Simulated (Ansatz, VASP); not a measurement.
Ti: VASP beside Ansatz

```
Ti
1.0
     2.95000    0.00000    0.00000
    -1.47500    2.55477    0.00000
     0.00000    0.00000    4.54542
Ti
2
Direct
  0.33333 0.66667 0.25000
  0.66667 0.33333 0.75000
```

Change from the starting cell: zz strain of -3 %, crystal datasets.

Alike in both runs: task electric field gradients; functional PBE; k mesh 13 × 13 × 7; occupations fermi-dirac, width 0.08 eV; no spin polarisation.

```csv
,VASP,Ansatz
version,VASP 6.6.1,Ansatz 0.2.0
potentials or method,"VASP PAW PBE potentials, release 64 (Ti_sv), cutoff 520 eV","all-electron PAW with datasets made for the crystal, scalar-relativistic"
```

VASP gave:

- pressure (GPa): 1.6
- traceless stress, the component that is largest in VASP (GPa): 2.09
- size of Vzz on the site where it differs most (V/Å²): 23.6

**Question.** Estimate Ansatz's values.

**Answer.** Pressure (GPa): 1.9; traceless stress, the component that is largest in VASP (GPa): 2.10; size of Vzz on the site where it differs most (V/Å²): 25.3.

Ansatz ran all-electron here, and VASP with PAW potentials.
